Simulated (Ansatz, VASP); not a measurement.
BN in VASP and in Ansatz

```xyz
8
Lattice="2.5042 0.0000 0.0000 -1.2521 2.1687 0.0000 0.0000 0.0000 25.4461" Properties=species:S:1:pos:R:3 pbc="T T T"
B     1.2521    0.7229    7.4930
B     0.0000    1.4458   10.9810
B     0.0000    0.0000   14.4652
B     1.2521    0.7229   17.9533
N     0.0000    1.4458    7.4902
N     0.0000    0.0000   10.9810
N     1.2521    0.7229   14.4652
N     0.0000    1.4458   17.9555
```

Alike in both runs: functional PBEsol; k mesh 12 × 12 × 1; occupations gaussian, width 0.05 eV; no spin polarisation.

Ansatz relaxed the structure, and its values are those at the end. VASP's run is a single point on that final structure, the one shown.

```csv
,VASP,Ansatz
version,VASP 6.6.1,Ansatz 0.2.0
potentials or method,"VASP PAW PBE potentials, release 64 (B, N), cutoff 520 eV","scalar-relativistic, plane waves, PAW"
valence electrons in the cell,32,32
```

Ansatz gave:

```
gap on the k mesh at the Fermi level (eV) : 4.21
least direct gap on the mesh (eV)         : 4.40
rms of the force components (eV/Å)        : 0.006
```

Task: What did VASP give for the same quantities?

Result: gap on the k mesh at the Fermi level (eV): 4.20; least direct gap on the mesh (eV): 4.39; rms of the force components (eV/Å): 0.006.

VASP's potentials were made for PBE, not for PBEsol. Ansatz's warnings: xc potential rough in thin density.
